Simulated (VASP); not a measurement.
Input of a VASP 6.6.1 run:

INCAR

```
PREC = Accurate
ENCUT = 600
EDIFF = 1E-7
ISMEAR = -1
SIGMA = 0.1
LREAL = False
LASPH = True
NELM = 60
ALGO = Normal
ISIF = 3
LWAVE = False
LCHARG = False
GGA = PE
IBRION = 2
NSW = 60
EDIFFG = -0.005
PSTRESS = 70.0
```

KPOINTS

```
Automatic mesh
0
Gamma
  7 7 9
```

Contents of POSCAR:

```
La
1.0
    5.5661219490      0.0000000000      0.0000000000
   -2.7830609745      4.8204030084      0.0000000000
    0.0000000000      0.0000000000      3.4509956084
La
3
Direct
    0.0000000000      0.0000000000      0.0000000000
    0.3333333333      0.6666666667      0.5000000000
    0.6666666667      0.3333333333      0.5000000000
```

Potentials or basis: VASP PAW PBE potentials, release 64 (La).

Command:

```bash
$ cat potpaw_PBE.64/La/POTCAR > POTCAR
$ mpirun -np 1 vasp_std > vasp.out
```

(1) Estimate the relaxed volume.

(2) Estimate the band gap on the k mesh.

## Answers

(1) 30.40 Å³/atom.

(2) zero (an odd number of electrons rules out a gap without spin polarisation).

Caveat: the cell is relaxed towards a set pressure, so the run minimises the enthalpy, not the energy; spin-orbit coupling is left out, which moves the levels of the heavy elements.
